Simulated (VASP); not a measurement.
# Ag (P6_3/mmc) in VASP: further runs, part 2 of 3

VASP 6.6.1. The steps go on from the part before.

## (3) Electric field gradients, PBE (volume scaled by 0.99)

File INCAR:

```
SYSTEM = Ag
PREC = Accurate
ENCUT = 520
EDIFF = 1E-8
ISMEAR = -1
SIGMA = 0.08
LREAL = .False.
LASPH = .True.
NELM = 60
ALGO = Normal
ISIF = 2
LWAVE = .False.
LCHARG = .False.
GGA = PE
LEFG = .True.
NBANDS = 30
```

File KPOINTS:

```
regular mesh
0
Gamma
  14 14 4
  0 0 0
```

File POSCAR:

```
Ag
1.0
    2.8765459973      0.0000000000      0.0000000000
   -1.4382729987      2.4911619089      0.0000000000
    0.0000000000      0.0000000000      9.9665549341
Ag
4
Direct
    0.3333333333      0.6666666667      0.2500000000
    0.6666666667      0.3333333333      0.7500000000
    0.0000000000      0.0000000000      0.0000000000
    0.0000000000      0.0000000000      0.5000000000
```

Potentials or basis: VASP PAW PBE potentials, release 64 (Ag).

Started as:

```console
$ cat potpaw_PBE.64/Ag/POTCAR > POTCAR
$ mpirun -np 1 vasp_std > vasp.out
```

OUTCAR:

```text
SYSTEM = Ag
   PREC = Accurate
   ENCUT = 520
   EDIFF = 1E-8
   ISMEAR = -1
   LREAL = .False.
   LASPH = .True.
   NELM = 60
   ISIF = 2
   GGA = PE

 ion  position               nearest neighbor table
   1  0.333  0.667  0.250-   3 2.99   4 2.99   3 2.99   4 2.99   3 2.99   4 2.99
   2  0.667  0.333  0.750-   3 2.99   4 2.99   3 2.99   4 2.99   3 2.99   4 2.99
   3  0.000  0.000  0.000-   1 2.99   2 2.99   2 2.99   1 2.99   2 2.99   1 2.99
   4  0.000  0.000  0.500-   1 2.99   2 2.99   2 2.99   1 2.99   2 2.99   1 2.99

  LATTYP: Found a hexagonal cell.
 ALAT       =     2.8765459973
 C/A-ratio  =     3.4647646669

  Lattice vectors:

 A1 = (   2.8765459973,   0.0000000000,   0.0000000000)
 A2 = (  -1.4382729987,   2.4911619089,   0.0000000000)
 A3 = (   0.0000000000,   0.0000000000,   9.9665549341)

Analysis of symmetry for initial positions (statically):
=====================================================================
 Subroutine PRICEL returns:
 Original cell was already a primitive cell.

 Routine SETGRP: Setting up the symmetry group for a
 hexagonal supercell.

 Subroutine GETGRP returns: Found 24 space group operations
 (whereof 12 operations were pure point group operations)
 out of a pool of 24 trial point group operations.

The static configuration has the point symmetry D_3d.
 The point group associated with its full space group is D_6h.

Analysis of symmetry for dynamics (positions and initial velocities):
=====================================================================
 Subroutine PRICEL returns:
 Original cell was already a primitive cell.

 Routine SETGRP: Setting up the symmetry group for a
 hexagonal supercell.

 Subroutine GETGRP returns: Found 24 space group operations
 (whereof 12 operations were pure point group operations)
 out of a pool of 24 trial point group operations.

The dynamic configuration has the point symmetry D_3d.
 The point group associated with its full space group is D_6h.

 Subroutine INISYM returns: Found 24 space group operations
 (whereof 12 operations are pure point group operations),
 and found     1 'primitive' translations

----------------------------------------------------------------------------------------

                                     Primitive cell

  volume of cell :      71.4198

  direct lattice vectors                    reciprocal lattice vectors
     2.876545997  0.000000000  0.000000000     0.347639148  0.200709556  0.000000000
    -1.438272999  2.491161909  0.000000000     0.000000000  0.401419111  0.000000000
     0.000000000  0.000000000  9.966554934     0.000000000  0.000000000  0.100335573

  length of vectors
     2.876545997  2.876545997  9.966554934     0.401419111  0.401419111  0.100335573

  position of ions in fractional coordinates (direct lattice)
     0.333333333  0.666666667  0.250000000
     0.666666667  0.333333333  0.750000000
     0.000000000  0.000000000  0.000000000
     0.000000000  0.000000000  0.500000000

  ion indices of the primitive-cell ions
   primitive index   ion index
                 1           1
[... 84 lines left out ...]
   TEBEG  =    0.0;   TEEND  =   0.0 temperature during run
   PSTRESS=    0.0 pullay stress
   NELECT =      44.0000    total number of electrons
   NUPDOWN=      -1.0000    fix difference up-down
   EMIN   =  10.00;   EMAX   =-10.00  energy-range for DOS
   EFERMI =   0.00;   METHOD = LEGACY
   ISMEAR =    -1;   SIGMA  =   0.08  broadening in eV -4-tet -1-fermi 0-gaus
   EFERMI_NEDOS =   21; number of points for ismear=-14 and -15
   IALGO  =     38    algorithm
   IMIX   =      4    mixing-type and parameters
     AMIX     =   0.40;   BMIX     =  1.00
     AMIX_MAG =   1.60;   BMIX_MAG =  1.00
  volume/ion in A,a.u.               =      17.85       120.49
  Fermi-wavevector in a.u.,A,eV,Ry     =   1.393006  2.632399 26.401633  1.940465
  Thomas-Fermi vector in A             =   2.516694
   LORBIT       =      0    0 simple, 1 ext, 2 COOP (PROOUT), +10 PAW based schemes
   GGA     = PE    functional components
   LHFCALC =     F    Hartree Fock is set to
   AEXX    =    0.0000 exact exchange contribution
   IVDW    =     0    specifies the selected vdW correction
   LEPSILON=     F    determine dielectric tensor
   LRPA    =     F    only Hartree local field effects (RPA)
 non-spin polarized calculation
  energy-cutoff  :      520.00
  volume of cell :       71.42
 maximum number of plane-waves:      1969
 NGX is ok and might be reduce to    24
   NGX = 11   NGY = 11   NGZ = 37

 number of electron      44.0000001 magnetization

 Free energy of the ion-electron system (eV)
  ---------------------------------------------------
  ext. energy  EPLUGINS =         0.00000000
  ---------------------------------------------------
  free energy    TOTEN  =       -10.82372314 eV

  energy without entropy =      -10.79597805  energy(sigma->0) =      -10.80985059

 E-fermi :   7.7877     XC(G=0): -11.9330

 val. band max:        7.7532085587   @ k =   0.2143   0.0714   0.5000
 cond. band min:       7.7895684606   @ k =   0.4286   0.0714   0.2500
 fundamental gap:      0.0363599019
 Fermi energy:         7.7877113079

 k-point     1 :       0.0000    0.0000    0.0000
  band No.  band energies     occupation
      1       0.3690      2.00000
      2       1.5355      2.00000
      3       1.5386      2.00000
      4       1.6209      2.00000
      5       2.9326      2.00000
      6       3.1755      2.00000
[... 781 lines left out ...]
     29      14.3883      0.00000
     30      16.6068      0.00000

 [... further k-points ...]
[... 5 lines left out ...]
  --------------------------------------------------------------------------------------
  -------------------------------------------------------------------------------------
  Total        0.9524595      0.9524595     -1.3545918     -0.0000000      0.0000000      0.0000000
  in kB       21.3667637     21.3667637    -30.3878997     -0.0000000      0.0000000      0.0000000
  external PRESSURE =       4.1152092 kB  Pullay stress =       0.0000000 kB

 VOLUME and BASIS-vectors are now :
 -----------------------------------------------------------------------------
  energy-cutoff  :      520.00
  volume of cell :       71.42
      direct lattice vectors                 reciprocal lattice vectors
     2.876545997  0.000000000  0.000000000     0.347639148  0.200709556  0.000000000
    -1.438272999  2.491161909  0.000000000     0.000000000  0.401419111  0.000000000
     0.000000000  0.000000000  9.966554934     0.000000000  0.000000000  0.100335573

 POSITION                                       TOTAL-FORCE (eV/Angst)
 -----------------------------------------------------------------------------------
     -0.00000      1.66077      2.49164        -0.000000     -0.000000     -0.000000
      1.43827      0.83039      7.47492         0.000000      0.000000      0.000000
      0.00000      0.00000      0.00000        -0.000000     -0.000000      0.000000
      0.00000      0.00000      4.98328        -0.000000     -0.000000      0.000000
 -----------------------------------------------------------------------------------
    total drift:                               -0.000000      0.000000     -0.000000

  FREE ENERGIE OF THE ION-ELECTRON SYSTEM (eV)
  ---------------------------------------------------
  free  energy   TOTEN  =       -10.8237231364 eV

  energy  without entropy=      -10.7959780458  energy(sigma->0) =      -10.80985059

 Electric field gradients (V/A^2)
---------------------------------------------------------------------
 ion       V_xx      V_yy      V_zz      V_xy      V_xz      V_yz
---------------------------------------------------------------------
   1      -5.409    -5.409    10.818    -0.000     0.000    -0.000
   2      -5.409    -5.409    10.818    -0.000     0.000    -0.000
   3      -4.851    -4.851     9.701    -0.000     0.000    -0.000
   4      -4.851    -4.851     9.701    -0.000    -0.000     0.000
---------------------------------------------------------------------

 Electric field gradients after diagonalization (V/A^2)
 (convention: |V_zz| > |V_xx| > |V_yy|)
----------------------------------------------------------------------
 ion       V_xx      V_yy      V_zz     asymmetry (V_yy - V_xx)/ V_zz
----------------------------------------------------------------------
   1      -5.409    -5.409    10.818       0.000
   2      -5.409    -5.409    10.818       0.000
   3      -4.851    -4.850     9.701       0.000
   4      -4.851    -4.850     9.701       0.000
----------------------------------------------------------------------

           NMR quadrupolar parameters

 Cq : quadrupolar parameter    Cq=e*Q*V_zz/h
 eta: asymmetry parameters     (V_yy - V_xx)/ V_zz
 Q  : nuclear electric quadrupole moment in mb (millibarn)
----------------------------------------------------------------------
 ion       Cq(MHz)       eta       Q (mb)
----------------------------------------------------------------------
   1       0.026       0.000       1.000
   2       0.026       0.000       1.000
   3       0.023       0.000       1.000
   4       0.023       0.000       1.000
----------------------------------------------------------------------
```

OSZICAR:

```text
N       E                     dE             d eps       ncg     rms          rms(c)
DAV:   1     0.295206700897E+03    0.29521E+03   -0.22706E+04  4336   0.144E+03
DAV:   2    -0.542020305968E+01   -0.30063E+03   -0.28415E+03  4428   0.331E+02
DAV:   3    -0.117534707945E+02   -0.63333E+01   -0.62974E+01  5028   0.550E+01
DAV:   4    -0.117823598696E+02   -0.28889E-01   -0.28885E-01  4602   0.356E+00
DAV:   5    -0.117826471732E+02   -0.28730E-03   -0.28730E-03  4968   0.387E-01    0.934E+00
DAV:   6    -0.108584508823E+02    0.92420E+00   -0.28519E+00  4602   0.138E+01    0.622E+00
DAV:   7    -0.108334428872E+02    0.25008E-01   -0.34749E-02  4782   0.122E+00    0.353E+00
DAV:   8    -0.108236708918E+02    0.97720E-02   -0.24239E-03  4644   0.359E-01    0.132E-01
DAV:   9    -0.108236885743E+02   -0.17682E-04   -0.67632E-05  4950   0.103E-01    0.333E-02
DAV:  10    -0.108237186393E+02   -0.30065E-04   -0.18815E-05  4704   0.353E-02    0.255E-02
DAV:  11    -0.108237234471E+02   -0.48079E-05   -0.29394E-06  4842   0.123E-02    0.125E-03
DAV:  12    -0.108237231435E+02    0.30367E-06   -0.29149E-08  4348   0.145E-03    0.815E-04
DAV:  13    -0.108237231364E+02    0.71022E-08   -0.52708E-09  2886   0.651E-04
   1 F= -.10823723E+02 E0= -.10809851E+02  d E =-.277451E-01
```

stdout:

```text
POSCAR found type information on POSCAR Ag
 POSCAR found :  1 types and       4 ions
 scaLAPACK will be used
 LDA part: xc-table for (Slater+PW92), standard interpolation
 POSCAR, INCAR and KPOINTS ok, starting setup
 FFT: planning ... GRIDC
 FFT: planning ... GRID_SOFT
 FFT: planning ... GRID
 WAVECAR not read
 entering main loop
ion   1

ion   2

ion   3

ion   4
```

Wall time 2.7 min (1 thread of Intel Xeon Platinum 8259CL at 2.50GHz (Skylake/Cascade Lake), shared host); peak memory 0.26 GiB.

Results:

```yaml
Free_energy: -10.8237 eV
Pressure: 0.4 GPa
Band_gap_on_the_k_mesh: zero (band 22 reaches 10.87 eV, above the bottom of band 23 at 4.73 eV)
```

Stress tensor (GPa, compression positive):
```
 2.14  0.00  0.00
 0.00  2.14  0.00
 0.00  0.00 -3.04
```

Electric field gradients, principal values (V/Å²):
| atom | least | middle | greatest (by size) |
| --- | --- | --- | --- |
| 1 Ag | -5.409 | -5.409 | 10.818 |
| 2 Ag | -5.409 | -5.409 | 10.818 |
| 3 Ag | -4.850 | -4.851 | 9.701 |
| 4 Ag | -4.850 | -4.851 | 9.701 |

Caveat: without QUAD_EFG the Cq values of the log hold for a quadrupole moment of 1 mb, not for the nuclei.

## (4) Electric field gradients, PBE (volume scaled by 1.02)

File INCAR:

```
SYSTEM = Ag
  PREC = Accurate
  ENCUT = 520
  EDIFF = 1E-8
  ISMEAR = -1
  SIGMA = 0.08
  LREAL = .False.
  LASPH = .True.
  NELM = 60
  ALGO = Normal
  ISIF = 2
  LWAVE = .False.
  LCHARG = .False.
  GGA = PE
  LEFG = .True.
  NBANDS = 30
```

File KPOINTS:

```
Automatic mesh
0
Gamma
  14 14 4
  0 0 0
```

File POSCAR:

```
Ag
1.0
    2.9053133657      0.0000000000      0.0000000000
   -1.4526566828      2.5160751807      0.0000000000
    0.0000000000      0.0000000000     10.0662270956
Ag
4
Direct
    0.3333333333      0.6666666667      0.2500000000
    0.6666666667      0.3333333333      0.7500000000
    0.0000000000      0.0000000000      0.0000000000
    0.0000000000      0.0000000000      0.5000000000
```

Potentials or basis: VASP PAW PBE potentials, release 64 (Ag).

Started as:

```console
$ cat potpaw_PBE.64/Ag/POTCAR > POTCAR
$ mpirun -np 1 vasp_std > vasp.out
```

OUTCAR:

```text
SYSTEM = Ag
   PREC = Accurate
   ENCUT = 520
   EDIFF = 1E-8
   ISMEAR = -1
   LREAL = .False.
   LASPH = .True.
   NELM = 60
   ISIF = 2
   GGA = PE

 ion  position               nearest neighbor table
   1  0.333  0.667  0.250-   3 3.02   4 3.02   3 3.02   4 3.02   3 3.02   4 3.02
   2  0.667  0.333  0.750-   3 3.02   4 3.02   3 3.02   4 3.02   3 3.02   4 3.02
   3  0.000  0.000  0.000-   1 3.02   2 3.02   2 3.02   1 3.02   2 3.02   1 3.02
   4  0.000  0.000  0.500-   1 3.02   2 3.02   2 3.02   1 3.02   2 3.02   1 3.02

  LATTYP: Found a hexagonal cell.
 ALAT       =     2.9053133657
 C/A-ratio  =     3.4647646668

  Lattice vectors:

 A1 = (   2.9053133657,   0.0000000000,   0.0000000000)
 A2 = (  -1.4526566828,   2.5160751807,   0.0000000000)
 A3 = (   0.0000000000,   0.0000000000,  10.0662270956)

Analysis of symmetry for initial positions (statically):
=====================================================================
 Subroutine PRICEL returns:
 Original cell was already a primitive cell.

 Routine SETGRP: Setting up the symmetry group for a
 hexagonal supercell.

 Subroutine GETGRP returns: Found 24 space group operations
 (whereof 12 operations were pure point group operations)
 out of a pool of 24 trial point group operations.

The static configuration has the point symmetry D_3d.
 The point group associated with its full space group is D_6h.

Analysis of symmetry for dynamics (positions and initial velocities):
=====================================================================
 Subroutine PRICEL returns:
 Original cell was already a primitive cell.

[... 173 lines left out ...]
      5       2.6560      2.00000
      6       2.8865      2.00000
[... 781 lines left out ...]
     29      13.8493      0.00000
     30      16.0151      0.00000

 [... further k-points ...]
[... 5 lines left out ...]
  --------------------------------------------------------------------------------------
  -------------------------------------------------------------------------------------
  Total       -0.2868062     -0.2868062     -2.3156610     -0.0000000      0.0000000     -0.0000000
  in kB       -6.2447617     -6.2447617    -50.4199310     -0.0000000      0.0000000     -0.0000000
  external PRESSURE =     -20.9698181 kB  Pullay stress =       0.0000000 kB

 VOLUME and BASIS-vectors are now :
 -----------------------------------------------------------------------------
  energy-cutoff  :      520.00
  volume of cell :       73.58
      direct lattice vectors                 reciprocal lattice vectors
     2.905313366  0.000000000  0.000000000     0.344196950  0.198722202  0.000000000
    -1.452656683  2.516075181  0.000000000     0.000000000  0.397444404  0.000000000
     0.000000000  0.000000000 10.066227096     0.000000000  0.000000000  0.099342086

 POSITION                                       TOTAL-FORCE (eV/Angst)
 -----------------------------------------------------------------------------------
     -0.00000      1.67738      2.51656        -0.000000      0.000000      0.000000
      1.45266      0.83869      7.54967         0.000000     -0.000000     -0.000000
      0.00000      0.00000      0.00000        -0.000000     -0.000000      0.000000
      0.00000      0.00000      5.03311        -0.000000     -0.000000      0.000000
 -----------------------------------------------------------------------------------
    total drift:                               -0.000000      0.000000     -0.000000

  FREE ENERGIE OF THE ION-ELECTRON SYSTEM (eV)
  ---------------------------------------------------
  free  energy   TOTEN  =       -10.8128346053 eV

  energy  without entropy=      -10.7856922287  energy(sigma->0) =      -10.79926342

 Electric field gradients (V/A^2)
---------------------------------------------------------------------
 ion       V_xx      V_yy      V_zz      V_xy      V_xz      V_yz
---------------------------------------------------------------------
   1      -4.806    -4.807     9.614    -0.001     0.000    -0.000
   2      -4.806    -4.807     9.614    -0.001     0.000    -0.000
   3      -4.415    -4.416     8.831    -0.001     0.000    -0.000
   4      -4.415    -4.416     8.831    -0.001    -0.000     0.000
---------------------------------------------------------------------

 Electric field gradients after diagonalization (V/A^2)
 (convention: |V_zz| > |V_xx| > |V_yy|)
----------------------------------------------------------------------
 ion       V_xx      V_yy      V_zz     asymmetry (V_yy - V_xx)/ V_zz
----------------------------------------------------------------------
   1      -4.808    -4.806     9.614       0.000
   2      -4.808    -4.806     9.614       0.000
   3      -4.416    -4.415     8.831       0.000
   4      -4.416    -4.415     8.831       0.000
----------------------------------------------------------------------

           NMR quadrupolar parameters

 Cq : quadrupolar parameter    Cq=e*Q*V_zz/h
 eta: asymmetry parameters     (V_yy - V_xx)/ V_zz
 Q  : nuclear electric quadrupole moment in mb (millibarn)
----------------------------------------------------------------------
 ion       Cq(MHz)       eta       Q (mb)
----------------------------------------------------------------------
   1       0.023       0.000       1.000
   2       0.023       0.000       1.000
   3       0.021       0.000       1.000
   4       0.021       0.000       1.000
----------------------------------------------------------------------
```

OSZICAR:

```text
N       E                     dE             d eps       ncg     rms          rms(c)
DAV:   1     0.290074165877E+03    0.29007E+03   -0.22552E+04  4328   0.144E+03
DAV:   2    -0.550584367450E+01   -0.29558E+03   -0.28057E+03  4464   0.328E+02
DAV:   3    -0.117016648684E+02   -0.61958E+01   -0.61580E+01  5004   0.537E+01
DAV:   4    -0.117301644561E+02   -0.28500E-01   -0.28493E-01  4590   0.351E+00
DAV:   5    -0.117304534635E+02   -0.28901E-03   -0.28901E-03  4986   0.384E-01    0.865E+00
DAV:   6    -0.108424833497E+02    0.88797E+00   -0.28174E+00  4560   0.136E+01    0.584E+00
DAV:   7    -0.108219004772E+02    0.20583E-01   -0.31220E-02  4800   0.112E+00    0.343E+00
DAV:   8    -0.108127778230E+02    0.91227E-02   -0.23940E-03  4626   0.363E-01    0.114E-01
DAV:   9    -0.108127991039E+02   -0.21281E-04   -0.67360E-05  4968   0.944E-02    0.311E-02
DAV:  10    -0.108128304593E+02   -0.31355E-04   -0.20598E-05  4662   0.381E-02    0.222E-02
DAV:  11    -0.108128349269E+02   -0.44676E-05   -0.30893E-06  4890   0.130E-02    0.114E-03
DAV:  12    -0.108128346059E+02    0.32105E-06   -0.34875E-08  4432   0.124E-03    0.936E-04
DAV:  13    -0.108128346053E+02    0.62391E-09   -0.52674E-09  2856   0.557E-04
   1 F= -.10812835E+02 E0= -.10799263E+02  d E =-.271424E-01
```

It took 2.6 min on 1 thread of Intel Xeon Platinum 8259CL at 2.50GHz (Skylake/Cascade Lake), shared host; peak memory 0.26 GiB.

What came out:

- Free energy: -10.8128 eV
- Pressure: -2.1 GPa
- Band gap on the k mesh: zero (band 22 reaches 10.42 eV, above the bottom of band 23 at 4.36 eV)

Electric field gradients, principal values (V/Å²):
```tsv
atom	least	middle	greatest (by size)
1 Ag	-4.806	-4.808	9.614
2 Ag	-4.806	-4.808	9.614
3 Ag	-4.415	-4.416	8.831
4 Ag	-4.415	-4.416	8.831
```

Caveat: without QUAD_EFG the Cq values of the log hold for a quadrupole moment of 1 mb, not for the nuclei.

(Continued in part 3 of 3.)
